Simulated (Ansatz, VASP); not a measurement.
Two plane-wave programs on MoS2

```
S Mo
1.0
     3.16000    0.00000    0.00000
    -1.58000    2.73664    0.00000
     0.00000    0.00000   54.64800
S Mo
6 3
Direct
  0.66667 0.33333 0.16779
  0.66667 0.33333 0.22415
  0.33333 0.66667 0.27761
  0.33333 0.66667 0.33401
  0.66667 0.33333 0.38747
  0.66667 0.33333 0.44383
  0.33333 0.66667 0.19594
  0.66667 0.33333 0.30581
  0.33333 0.66667 0.41568
```

Alike in both runs: functional LDA; k mesh 12 × 12 × 1; occupations gaussian, width 0.02 eV; no spin polarisation.

Ansatz relaxed the structure, and its values are those at the end. VASP's run is a single point on that final structure, the one shown.

```csv
,VASP,Ansatz
version,VASP 6.6.1,Ansatz 0.2.0
potentials or method,"VASP PAW LDA potentials, release 64 (S, Mo_sv)","scalar-relativistic, plane waves, PAW"
plane-wave cutoff (eV),520,420
valence electrons in the cell,78,78
```

|  | VASP | Ansatz | Ansatz less VASP |
| --- | --- | --- | --- |
| gap on the k mesh at the Fermi level (eV) | 0.92 | 0.91 | -0.011 |
| least direct gap on the mesh (eV) | 1.66 | 1.65 | -0.007 |
| rms of the force components (eV/Å) | 0.007 | 0.000 | -0.0066 |

LDA's correlation is that of Perdew and Zunger in VASP and of Perdew and Wang (1992) in Ansatz. Ansatz's warnings: slab cell height set, xc potential rough in thin density.
